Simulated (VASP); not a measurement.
**Nb: single point with PBEsol**

Nb:

```xyz
1
Lattice="-1.6363 1.6363 1.6363 1.6363 -1.6363 1.6363 1.6363 1.6363 -1.6363" Properties=species:S:1:pos:R:3 pbc="T T T"
Nb    0.0000    0.0000    0.0000
```

```yaml
Program: VASP 6.6.1
Task: single point
Functional: PBEsol
Potentials_or_basis: VASP PAW PBE potentials, release 64 (Nb_sv)
Cutoff: 520 eV
k_mesh: 18 × 18 × 18
Occupations: fermi-dirac, width 0.05 eV
Spin: no spin polarisation
```

```
Pressure : -0.3 GPa
```

Levels at points of the mesh, in eV from the Fermi level:
| k point | band 3 | band 4 | band 5 | band 6 | band 7 | band 8 | band 9 | band 10 |
| --- | --- | --- | --- | --- | --- | --- | --- | --- |
| (0.00, 0.00, 0.00) | -29.48 | -29.48 | -6.01 | 0.37 | 0.37 | 0.37 | 3.37 | 3.37 |
| (0.50, 0.00, 0.00) | -29.95 | -29.49 | -3.84 | -1.74 | 2.43 | 3.42 | 4.13 | 6.65 |
| (0.50, 0.50, 0.50) | -30.49 | -30.49 | -3.89 | -3.89 | 5.84 | 5.84 | 5.84 | 9.30 |

Run time: 12 s on 1 thread of Intel(R) Xeon(R) 6975P-C (Granite Rapids), on a shared host, peak memory 0.17 GiB.

Caveat: the PAW data sets were made with another functional, which shifts forces and pressure a little.
